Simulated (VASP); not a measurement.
Write the native input for VASP 6.6.1 that does the following.

- Task: single point
- Functional: PBE
- Potentials or basis: VASP PAW PBE potentials, release 64 (Pt, Fe)
- Cutoff: 520 eV
- k mesh: 10 × 10 × 7
- Occupations: fermi-dirac, width 0.05 eV
- Spin: collinear spin, ferromagnetic start
- Starting moments: [0.0, 3.0] μB
- Dipole correction: no
- Further INCAR settings: ALGO = Normal; EDIFF = 1e-06; NBANDS = 20

The structure of FePt lies in POSCAR:

```
FePt
1.0
    2.7355562879      0.0000000000      0.0000000000
    0.0000000000      2.7355562879      0.0000000000
    0.0000000000      0.0000000000      3.7472774845
Pt Fe
1 1
Direct
    0.5000000000      0.5000000000      0.5000000000
    0.0000000000      0.0000000000      0.0000000000
```

The input as run:

INCAR

```
SYSTEM = FePt
PREC = Accurate
ENCUT = 520
EDIFF = 1E-6
ISMEAR = -1
SIGMA = 0.05
LREAL = .False.
LASPH = .True.
NELM = 150
ALGO = Normal
ISIF = 2
LWAVE = .False.
LCHARG = .True.
ISPIN = 2
MAGMOM = 0 3
LORBIT = 11
LMAXMIX = 4
GGA = PE
LELF = .True.
LVHAR = .True.
NBANDS = 20
```

KPOINTS

```
Automatic mesh
0
Gamma
  10 10 7
  0 0 0
```

Potentials or basis: VASP PAW PBE potentials, release 64 (Pt, Fe).

The run is started by

```bash
$ cat potpaw_PBE.64/Pt/POTCAR potpaw_PBE.64/Fe/POTCAR > POTCAR
$ mpirun -np 1 vasp_std > vasp.out
```

Results of the run:

| Quantity | Value |
| --- | --- |
| Pressure | -0.4 GPa |
| Net moment | 3.30 μB per cell |
| Site moments | Pt +0.34; Fe +2.94 μB |
| Valence electrons inside the program's atomic spheres | Pt 9.40; Fe 6.95 |

Wall time 45 s on 1 thread of Intel(R) Xeon(R) Platinum 8559C (Emerald Rapids), with other jobs on the host, peak memory 0.19 GiB.
